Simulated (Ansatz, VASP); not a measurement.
**Two plane-wave programs on Au**

```
Au
1.0
     0.00000    2.02415    2.02415
     2.02415    0.00000    2.02415
     2.02415    2.02415    0.00000
Au
1
Direct
  0.00000 0.00000 0.00000
```

Alike in both runs: functional LDA; k mesh 18 × 18 × 18; occupations gaussian, width 0.1 eV; no spin polarisation.

Ansatz relaxed the structure, and its values are those at the end. VASP's run is a single point on that final structure, the one shown.

|  | VASP | Ansatz |
| --- | --- | --- |
| version | VASP 6.6.1 | Ansatz 0.2.0 |
| potentials or method | VASP PAW LDA potentials, release 64 (Au), cutoff 500 eV | scalar-relativistic, plane waves, PAW |
| valence electrons in the cell | 11 | 19 |

Ansatz gave:

- gap on the k mesh at the Fermi level (eV): none
- pressure (GPa): 0.0

**Question.** What did VASP give for the same quantities?

**Answer.** gap on the k mesh at the Fermi level (eV): none; pressure (GPa): 0.5.

Ansatz warns that its potentials were made for another functional, while VASP's fit it. LDA's correlation is that of Perdew and Zunger in VASP and of Perdew and Wang (1992) in Ansatz. A gap of «none» marks a metal or a gap that the smearing closes. VASP's potentials hold 11 valence electrons a cell and Ansatz's 19, so a difference there can come from the potentials and not from the codes.

Spin-orbit coupling is off throughout.
